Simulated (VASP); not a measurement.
Input of a VASP 6.6.1 run:

The input INCAR:

```
SYSTEM = AlAs
ALGO     = Normal         ! electronic algorithm
EDIFF    = 1E-6           ! SCF threshold, eV
ENCUT    = 500            ! plane-wave cutoff, eV
GGA      = RP             ! functional
GGA_COMPAT= .FALSE.      
ISIF     = 2              ! what is computed and relaxed
ISMEAR   = 0              ! smearing method
IVDW     = 13             ! dispersion correction
LASPH    = .TRUE.         ! aspherical terms in the spheres
LCHARG   = .TRUE.         ! write CHGCAR
LELF     = .TRUE.         ! ELF
LREAL    = .FALSE.        ! projectors in reciprocal space
LVHAR    = .TRUE.       
LWAVE    = .FALSE.        ! write WAVECAR
NBANDS   = 11             ! bands
NELM     = 120            ! most SCF steps
PREC     = Accurate       ! precision mode
SIGMA    = 0.05           ! smearing width, eV
```

The input KPOINTS:

```
k-points
0
G
  8 8 8
  0 0 0
```

POSCAR

```
AlAs
1.0
    0.0000000000      2.8304000400      2.8304000400
    2.8304000400      0.0000000000      2.8304000400
    2.8304000400      2.8304000400      0.0000000000
Al As
1 1
Direct
    0.0000000000      0.0000000000      0.0000000000
    0.7500000000      0.7500000000      0.7500000000
```

Potentials or basis: VASP PAW PBE potentials, release 64 (Al, As).

Command:

```console
$ cat potpaw_PBE.64/Al/POTCAR potpaw_PBE.64/As/POTCAR > POTCAR
$ mpirun -np 1 vasp_std > vasp.out
```

Q: Predict the dispersion energy per atom.

A: -0.629 eV.

Q: What does it give for the pressure?

A: -1.0 GPa.

Q: What does it give for the band gap on the k mesh?

A: 1.51 eV, indirect (least direct gap 2.19 eV).

Caveat: the PAW data sets were made with another functional, which shifts forces and pressure a little. As with any semilocal functional, this RPBE gap is likely too small.
